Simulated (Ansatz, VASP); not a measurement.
## Ir in VASP and in Ansatz

```xyz
1
Lattice="0.0000 1.8598 2.0616 1.8598 0.0000 2.0616 1.8598 1.8598 0.0000" Properties=species:S:1:pos:R:3 pbc="T T T"
Ir    0.0000    0.0000    0.0000
```

Alike in both runs: task single point; functional PBE; k mesh 22 × 22 × 22; occupations gaussian, width 0.15 eV; no spin polarisation.

```csv
,VASP,Ansatz
version,VASP 6.6.1,Ansatz 0.2.0
potentials or method,"VASP PAW PBE potentials, release 64 (Ir), cutoff 520 eV","scalar-relativistic, plane waves, PAW"
valence electrons in the cell,9,17
```

|  | VASP | Ansatz | Ansatz less VASP |
| --- | --- | --- | --- |
| gap on the k mesh at the Fermi level (eV) | none | none | - |
| pressure (GPa) | 9.3 | 8.6 | -0.67 |
| traceless stress, the component that is largest in VASP (GPa) | -25.55 | -25.69 | -0.142 |

A gap of «none» marks a metal or a gap that the smearing closes. The functional is the same, so the differences come from potentials, cutoffs and numerics. VASP's potentials hold 9 valence electrons a cell and Ansatz's 17, so a difference there can come from the potentials and not from the codes.

Spin-orbit coupling is off throughout.
